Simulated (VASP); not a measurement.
Here is a VASP 6.6.1 calculation.

The input INCAR:

```
SYSTEM = HfN
ALGO = Normal
EDIFF = 1E-6
ENCUT = 520
GGA = PE
ISIF = 2
ISMEAR = -1
LASPH = .True.
LCHARG = .False.
LREAL = .False.
LWAVE = .False.
NBANDS = 14
NELM = 60
PREC = Accurate
SIGMA = 0.05
```

Contents of KPOINTS:

```
k-points
0
Gamma
  8 8 8
  0 0 0
```

The input POSCAR:

```
HfN
1.0
    0.0000000000      2.4950701046      2.4950701046
    2.4950701046      0.0000000000      2.4950701046
    2.4950701046      2.4950701046      0.0000000000
Hf N
1 1
Direct
    0.0000000000      0.0000000000      0.0000000000
    0.7500000000      0.7500000000      0.7500000000
```

Potentials or basis: VASP PAW PBE potentials, release 64 (Hf_pv, N).

Launch:

```console
$ cat potpaw_PBE.64/Hf_pv/POTCAR potpaw_PBE.64/N/POTCAR > POTCAR
$ mpirun -np 1 vasp_std > vasp.out
```

**Question.** What does it give for the pressure?

**Answer.** -8.9 GPa.
